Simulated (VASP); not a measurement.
# ZrC (I4/mmm) in VASP: a series of runs

The runs below take ZrC through single point, with PBE.

Everything below comes from runs of VASP 6.6.1. Logs are shortened: lines on timing, memory, paths and dates and some standing lists are left out, and cuts for length are marked.

## 1. The cell of the first run

The structure is tetragonal, space group I4/mmm (No. 139). Conventional cell: a = 3.324 Å, b = 3.324 Å, c = 4.888 Å, α = 90.00°, β = 90.00°, γ = 90.00°. Zr (site symmetry 4/mmm) has 6 C at 2.35 to 2.44 Å within 3.1 Å. Within 3.1 Å of C (site symmetry 4/mmm) lie 6 Zr at 2.35 to 2.44 Å.

## 2. Single point, PBE (strain +0.000 along x and y, +0.040 along z)

INCAR

```
SYSTEM = ZrC
PREC = Accurate
ENCUT = 520
EDIFF = 1E-6
ISMEAR = 0
SIGMA = 0.15
LREAL = .False.
LASPH = .True.
NELM = 80
ALGO = Normal
ISIF = 2
LWAVE = .False.
LCHARG = .False.
GGA = PE
NBANDS = 15
```

KPOINTS

```
Automatic mesh
0
Gamma
  18 18 18
  0 0 0
```

POSCAR

```
ZrC
1.0
    0.0000000000      2.3502100000      2.4442184000
    2.3502100000      0.0000000000      2.4442184000
    2.3502100000      2.3502100000      0.0000000000
Zr C
1 1
Direct
    0.5000000000      0.5000000000      0.5000000000
    0.0000000000      0.0000000000      0.0000000000
```

Potentials or basis: VASP PAW PBE potentials, release 64 (Zr_sv, C).

Run with:

```sh
$ cat potpaw_PBE.64/Zr_sv/POTCAR potpaw_PBE.64/C/POTCAR > POTCAR
$ mpirun -np 1 vasp_std > vasp.out
```

OUTCAR:

```text
SYSTEM = ZrC
   PREC = Accurate
   ENCUT = 520
   EDIFF = 1E-6
   ISMEAR = 0
   LREAL = .False.
   LASPH = .True.
   NELM = 80
   ISIF = 2
   GGA = PE

 ion  position               nearest neighbor table
   1  0.500  0.500  0.500-   2 2.35   2 2.35   2 2.35   2 2.35   2 2.44   2 2.44
   2  0.000  0.000  0.000-   1 2.35   1 2.35   1 2.35   1 2.35   1 2.44   1 2.44

  LATTYP: Found a body centered tetragonal cell.
 ALAT       =     3.3236988564
 C/A-ratio  =     1.4707821049

  Lattice vectors:

 A1 = (  -2.3502100000,   0.0000000000,   2.4442184000)
 A2 = (   2.3502100000,   0.0000000000,   2.4442184000)
 A3 = (   0.0000000000,   2.3502100000,  -2.4442184000)

Analysis of symmetry for initial positions (statically):
=====================================================================
 Subroutine PRICEL returns:
 Original cell was already a primitive cell.

 Routine SETGRP: Setting up the symmetry group for a
 body centered tetragonal supercell.

 Subroutine GETGRP returns: Found 16 space group operations
 (whereof 16 operations were pure point group operations)
 out of a pool of 16 trial point group operations.

The static configuration has the point symmetry D_4h.

Analysis of symmetry for dynamics (positions and initial velocities):
=====================================================================
 Subroutine PRICEL returns:
 Original cell was already a primitive cell.

 Routine SETGRP: Setting up the symmetry group for a
 body centered tetragonal supercell.

 Subroutine GETGRP returns: Found 16 space group operations
 (whereof 16 operations were pure point group operations)
 out of a pool of 16 trial point group operations.

The dynamic configuration has the point symmetry D_4h.

 Subroutine INISYM returns: Found 16 space group operations
 (whereof 16 operations are pure point group operations),
 and found     1 'primitive' translations

----------------------------------------------------------------------------------------

                                     Primitive cell

  volume of cell :      27.0012

  direct lattice vectors                    reciprocal lattice vectors
     0.000000000  2.350210000  2.444218400    -0.212746946  0.212746946  0.204564371
     2.350210000  0.000000000  2.444218400     0.212746946 -0.212746946  0.204564371
     2.350210000  2.350210000  0.000000000     0.212746946  0.212746946 -0.204564371

  length of vectors
     3.390824477  3.390824477  3.323698856     0.363825656  0.363825656  0.363825656

  position of ions in fractional coordinates (direct lattice)
     0.500000000  0.500000000  0.500000000
     0.000000000  0.000000000  0.000000000

  ion indices of the primitive-cell ions
   primitive index   ion index
                 1           1
                 2           2

----------------------------------------------------------------------------------------

 KPOINTS: Automatic mesh

Automatic generation of k-mesh.
 Grid dimensions read from file:
 generate k-points for:   18   18   18

 Generating k-lattice:

  Cartesian coordinates                     Fractional coordinates (reciprocal lattice)
    -0.011819275  0.011819275  0.011364687     0.055555556  0.000000000  0.000000000
     0.011819275 -0.011819275  0.011364687     0.000000000  0.055555556  0.000000000
     0.011819275  0.011819275 -0.011364687    -0.000000000 -0.000000000  0.055555556

  Length of vectors
     0.020212536  0.020212536  0.020212536

  Shift w.r.t. Gamma in fractional coordinates (k-lattice)
     0.000000000  0.000000000  0.000000000

 Subroutine IBZKPT returns following result:
 ===========================================

 Found    480 irreducible k-points:

 Following reciprocal coordinates:
            Coordinates               Weight
  0.000000  0.000000  0.000000      1.000000
  0.055556 -0.000000  0.000000      8.000000
  0.111111 -0.000000  0.000000      8.000000
  0.166667 -0.000000  0.000000      8.000000
  0.222222 -0.000000  0.000000      8.000000
  0.277778 -0.000000  0.000000      8.000000
[... 16 lines left out ...]
 -0.277778  0.055556  0.000000      8.000000
 -0.222222  0.055556  0.000000      8.000000
 [... further k-points ...]
   k-points           NKPTS =    480   k-points in BZ     NKDIM =    480   number of bands    NBANDS=     15
   number of dos      NEDOS =    301   number of ions     NIONS =      2
   total plane-waves  NPLWV =  21952
   dimension x,y,z NGX =    28 NGY =   28 NGZ =   28
   dimension x,y,z NGXF=    56 NGYF=   56 NGZF=   56
   ions per type =               1   1
   NGX,Y,Z   is equivalent  to a cutoff of  13.73, 13.73, 14.01 a.u.
   NGXF,Y,Z  is equivalent  to a cutoff of  27.46, 27.46, 28.01 a.u.
 SYSTEM =  ZrC
   PREC   = accura    normal or accurate (medium, high low for compatibility)
   ISTART =      0    job   : 0-new  1-cont  2-samecut
   ICHARG =      2    charge: 1-file 2-atom 10-const
   ISPIN  =      1    spin polarized calculation?
   LNONCOLLINEAR =      F non collinear calculations
   LSORBIT =      F    spin-orbit coupling
   LASPH  =      T    aspherical Exc in radial PAW
   ENCUT  =  520.0 eV  38.22 Ry    6.18 a.u.   6.30  6.30  6.18*2*pi/ulx,y,z
   NELM   =     80;   NELMIN=  2; NELMDL= -5     # of ELM steps
   EDIFF  = 0.1E-05   stopping-criterion for ELM
   LREAL  =      F    real-space projection
   EDIFFG = 0.1E-04   stopping-criterion for IOM
   NSW    =      0    number of steps for IOM
   IBRION =     -1    ionic relax: 0-MD 1-quasi-New 2-CG
   NFREE  =      0    steps in history (QN), initial steepest desc. (CG)
   ISIF   =      2    stress and relaxation
   ISYM   =      2    0-nonsym 1-usesym 2-fastsym
   POTIM  = 0.5000    time-step for ionic-motion
   TEBEG  =    0.0;   TEEND  =   0.0 temperature during run
   PSTRESS=    0.0 pullay stress
   NELECT =      16.0000    total number of electrons
   NUPDOWN=      -1.0000    fix difference up-down
   EMIN   =  10.00;   EMAX   =-10.00  energy-range for DOS
   EFERMI =   0.00;   METHOD = LEGACY
   ISMEAR =     0;   SIGMA  =   0.15  broadening in eV -4-tet -1-fermi 0-gaus
   EFERMI_NEDOS =   21; number of points for ismear=-14 and -15
   IALGO  =     38    algorithm
   IMIX   =      4    mixing-type and parameters
     AMIX     =   0.40;   BMIX     =  1.00
     AMIX_MAG =   1.60;   BMIX_MAG =  1.00
  volume/ion in A,a.u.               =      13.50        91.11
  Fermi-wavevector in a.u.,A,eV,Ry     =   1.375056  2.598479 25.725609  1.890779
  Thomas-Fermi vector in A             =   2.500426
   LORBIT       =      0    0 simple, 1 ext, 2 COOP (PROOUT), +10 PAW based schemes
   GGA     = PE    functional components
   LHFCALC =     F    Hartree Fock is set to
   AEXX    =    0.0000 exact exchange contribution
   IVDW    =     0    specifies the selected vdW correction
   LEPSILON=     F    determine dielectric tensor
   LRPA    =     F    only Hartree local field effects (RPA)
 non-spin polarized calculation
 Gauss-broadening in eV      SIGMA  =   0.15
  energy-cutoff  :      520.00
  volume of cell :       27.00
 maximum number of plane-waves:       744
 NGX is ok and might be reduce to    28
   NGX = 13   NGY = 13   NGZ = 13

 number of electron      16.0000000 magnetization

 Free energy of the ion-electron system (eV)
  ---------------------------------------------------
  ext. energy  EPLUGINS =         0.00000000
  ---------------------------------------------------
  free energy    TOTEN  =       -19.41960612 eV

  energy without entropy =      -19.41604700  energy(sigma->0) =      -19.41782656

 E-fermi :   9.1832     XC(G=0): -11.9378

 val. band max:        9.1828166452   @ k =   0.1111   0.0556   0.0000
 cond. band min:       9.1958957665   @ k =  -0.0556   0.0000   0.0556
 fundamental gap:      0.0130791213
 Fermi energy:         9.1831670353

 k-point     1 :       0.0000    0.0000    0.0000
  band No.  band energies     occupation
      1     -39.0847      2.00000
      2     -16.8511      2.00000
      3     -16.8043      2.00000
      4     -16.8043      2.00000
      5      -2.0001      2.00000
      6       9.9806      0.00000
      7      10.0074      0.00000
      8      10.1504      0.00000
      9      10.1504      0.00000
     10      10.3768      0.00000
     11      10.3768      0.00000
     12      11.5706      0.00000
     13      12.0804      0.00000
     14      16.1424      0.00000
     15      19.5710      0.00000

 k-point     2 :       0.0556   -0.0000    0.0000
  band No.  band energies     occupation
      1     -39.0821      2.00000
      2     -16.8621      2.00000
      3     -16.8200      2.00000
      4     -16.8058      2.00000
      5      -1.9339      2.00000
      6       9.4421      0.01465
      7       9.5521      0.00051
      8       9.7323      0.00000
      9      10.3454      0.00000
     10      10.5246      0.00000
     11      10.7402      0.00000
     12      11.9822      0.00000
     13      12.4875      0.00000
     14      16.3002      0.00000
     15      19.7546      0.00000

 k-point     3 :       0.1111   -0.0000    0.0000
  band No.  band energies     occupation
      1     -39.0748      2.00000
      2     -16.9165      2.00000
      3     -16.8421      2.00000
      4     -16.8100      2.00000
      5      -1.7402      2.00000
      6       8.6366      2.00000
      7       8.8981      1.99280
      8       9.0632      1.74192
      9      10.5841      0.00000
     10      10.7376      0.00000
     11      11.1022      0.00000
     12      12.8216      0.00000
     13      13.3481      0.00000
     14      16.7211      0.00000
     15      20.2674      0.00000
[... 343 lines left out ...]
 k-point    23 :      -0.2778    0.0556    0.0000
  band No.  band energies     occupation
      1     -39.0280      2.00000
      2     -17.3118      2.00000
      3     -16.9220      2.00000
      4     -16.8258      2.00000
      5      -0.3536      2.00000
      6       5.7743      2.00000
      7       7.0065      2.00000
      8       7.1323      2.00000
      9      11.8633      0.00000
     10      12.0149      0.00000
     11      12.7572      0.00000
     12      15.3759      0.00000
     13      17.4237      0.00000
     14      18.1817      0.00000
     15      22.3207      0.00000

 k-point    24 :      -0.2222    0.0556    0.0000
  band No.  band energies     occupation
      1     -39.0424      2.00000
      2     -17.1885      2.00000
      3     -16.9066      2.00000
      4     -16.8169      2.00000
      5      -0.8183      2.00000
      6       6.5538      2.00000
      7       7.4271      2.00000
      8       7.5789      2.00000
      9      11.3866      0.00000
     10      11.6507      0.00000
     11      12.2016      0.00000
     12      14.4238      0.00000
     13      16.4067      0.00000
     14      18.1503      0.00000
     15      21.9505      0.00000

 [... further k-points ...]

------------------------ aborting loop because EDIFF is reached ----------------------------------------

  FORCE on cell =-STRESS in cart. coord.  units (eV):
  Direction    XX          YY          ZZ          XY          YZ          ZX
  --------------------------------------------------------------------------------------
  -------------------------------------------------------------------------------------
  Total       -0.4103169     -0.4103169     -2.3174649      0.0000000      0.0000000     -0.0000000
  in kB      -24.3470692    -24.3470692   -137.5119383      0.0000000      0.0000000     -0.0000000
  external PRESSURE =     -62.0686923 kB  Pullay stress =       0.0000000 kB

 VOLUME and BASIS-vectors are now :
 -----------------------------------------------------------------------------
  energy-cutoff  :      520.00
  volume of cell :       27.00
      direct lattice vectors                 reciprocal lattice vectors
     0.000000000  2.350210000  2.444218400    -0.212746946  0.212746946  0.204564371
     2.350210000  0.000000000  2.444218400     0.212746946 -0.212746946  0.204564371
     2.350210000  2.350210000  0.000000000     0.212746946  0.212746946 -0.204564371

 POSITION                                       TOTAL-FORCE (eV/Angst)
 -----------------------------------------------------------------------------------
      2.35021      2.35021      2.44422        -0.000000      0.000000      0.000000
      0.00000      0.00000      0.00000         0.000000     -0.000000      0.000000
 -----------------------------------------------------------------------------------
    total drift:                                0.000000      0.000000      0.000000

  FREE ENERGIE OF THE ION-ELECTRON SYSTEM (eV)
  ---------------------------------------------------
  free  energy   TOTEN  =       -19.4196061213 eV

  energy  without entropy=      -19.4160469982  energy(sigma->0) =      -19.41782656
```

Wall time 93 s (1 thread of Intel Xeon 6975P-C (Granite Rapids), shared host); peak memory 0.31 GiB.

What came out:

* Free energy: -19.4196 eV
* Pressure: -6.2 GPa
* Band gap on the k mesh: zero (bands 8 and 9 overlap by 1.38 eV)

Stress tensor (GPa, compression positive):
```
 -2.43   0.00   0.00
  0.00  -2.43   0.00
  0.00   0.00 -13.75
```

Levels at points of the mesh, in eV from the Fermi level:
```csv
k point,band 4,band 5,band 6,band 7,band 8,band 9,band 10,band 11,band 12,band 13
"(0.00, 0.00, 0.00)",-25.99,-11.18,0.80,0.82,0.97,0.97,1.19,1.19,2.39,2.90
"(0.50, 0.00, 0.00)",-26.04,-8.29,-5.16,-2.86,-2.80,4.17,4.41,5.11,6.32,9.22
"(0.50, 0.50, 0.00)",-26.21,-10.02,-2.38,-1.61,0.14,0.14,4.23,5.35,5.35,7.25
"(0.50, 0.00, 0.50)",-26.26,-10.00,-1.99,-1.67,-0.12,0.02,4.19,5.16,5.58,7.66
```

Caveat: the cell differs from its parent crystal (strain +0.000 along x and y, +0.040 along z); the cell stands under tension.

## 3. Single point, PBE (strain +0.040 along x and y, +0.080 along z)

INCAR

```
  PREC = Accurate
  ENCUT = 520
  EDIFF = 1E-6
  ISMEAR = 0
  SIGMA = 0.15
  LREAL = F
  LASPH = T
  NELM = 100
  ALGO = Normal
  ISIF = 2
  LWAVE = F
  LCHARG = F
  GGA = PE
  NBANDS = 15
```

KPOINTS

```
Automatic mesh
0
Gamma
  18 18 18
```

POSCAR

```
ZrC
1.0
    0.0000000000      2.4442184000      2.5382268000
    2.4442184000      0.0000000000      2.5382268000
    2.4442184000      2.4442184000      0.0000000000
Zr C
1 1
Direct
    0.5000000000      0.5000000000      0.5000000000
    0.0000000000      0.0000000000      0.0000000000
```

Potentials or basis: VASP PAW PBE potentials, release 64 (Zr_sv, C).

Run with:

```sh
$ cat potpaw_PBE.64/Zr_sv/POTCAR potpaw_PBE.64/C/POTCAR > POTCAR
$ mpirun -np 1 vasp_std > vasp.out
```

Run time: 2 min. Hardware: 1 thread of Intel Xeon 6975P-C (Granite Rapids), shared host; peak memory 0.33 GiB.

Results (log left out):

| Item | Value |
| --- | --- |
| Free energy | -19.0900 eV |
| Pressure | -23.9 GPa |
| Band gap on the k mesh | zero (bands 8 and 9 overlap by 1.33 eV) |

Stress tensor (GPa, compression positive):
```
-22.13   0.00   0.00
  0.00 -22.13   0.00
  0.00   0.00 -27.55
```

Levels at points of the mesh, in eV from the Fermi level:
```tsv
k point	band 5	band 6	band 7	band 8	band 9	band 10	band 11	band 12
(0.00, 0.00, 0.00)	-10.75	0.80	0.80	0.91	0.91	1.10	1.10	2.09
(0.50, 0.00, 0.00)	-8.36	-4.72	-2.51	-2.46	3.59	3.79	4.41	5.82
(0.50, 0.50, 0.00)	-9.59	-2.41	-1.31	0.04	0.04	3.65	4.57	4.57
(0.50, 0.00, 0.50)	-9.55	-2.10	-1.36	-0.16	-0.10	3.61	4.42	4.76
```

Caveat: the cell differs from its parent crystal (strain +0.040 along x and y, +0.080 along z); the cell stands under tension.
